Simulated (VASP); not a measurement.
## Hf2S: single point with r2SCAN

Crystal: Hf2S.

```
Hf S
1.0
     3.33071    0.00000    0.00000
    -1.66535    2.88448    0.00000
     0.00000    0.00000   11.84662
Hf S
4 2
Direct
  0.66667 0.33333 0.89973
  0.33333 0.66667 0.39973
  0.66667 0.33333 0.60027
  0.33333 0.66667 0.10027
  0.00000 0.00000 0.75000
  0.00000 0.00000 0.25000
```

This cell differs from its parent crystal: biaxial strain in the a-b plane: -1.5 %.

```
Program             : VASP 6.6.1
Task                : single point
Functional          : r2SCAN
Potentials or basis : VASP PAW PBE potentials, release 64 (Hf_pv, S)
Cutoff              : 520 eV
k mesh              : 12 × 12 × 4
Occupations         : gaussian, width 0.1 eV
Spin                : no spin polarisation
```

The pressure is 1.8 GPa, the largest force is 0.064 eV/Å and the band gap on the k mesh is zero (bands 26 and 27 overlap by 0.98 eV).

Forces on the atoms (eV/Å):
```
Hf   0.000  0.000  0.064
Hf   0.000  0.000  0.064
Hf   0.000  0.000 -0.064
Hf   0.000  0.000 -0.064
S    0.000  0.000  0.000
S    0.000  0.000  0.000
```

Stress tensor (GPa, compression positive):
```
 3.13  0.00  0.00
 0.00  3.13  0.00
 0.00  0.00 -0.77
```

Levels at points of the mesh, in eV from the Fermi level:
| k point | band 24 | band 25 | band 26 | band 27 | band 28 | band 29 |
| --- | --- | --- | --- | --- | --- | --- |
| (0.00, 0.00, 0.00) | -0.51 | -0.04 | 0.51 | 0.51 | 0.59 | 0.59 |
| (0.50, 0.00, 0.00) | -1.65 | -1.53 | -1.06 | -0.47 | 0.93 | 0.94 |
| (0.00, 0.00, 0.50) | -1.49 | 0.47 | 0.47 | 0.47 | 0.47 | 1.29 |
| (0.50, 0.00, 0.50) | -2.03 | -1.30 | -1.30 | 0.28 | 0.28 | 1.50 |

It took 10 min on 1 thread of AMD EPYC 9R45 96-Core Processor (Zen 5) (shared host), peak memory 0.36 GiB.

Caveat: the cell differs from its parent crystal (biaxial strain in the a-b plane: -1.5 %); the PAW data sets were made with another functional, which shifts forces and pressure a little; spin-orbit coupling is left out, which moves the levels of the heavy elements.
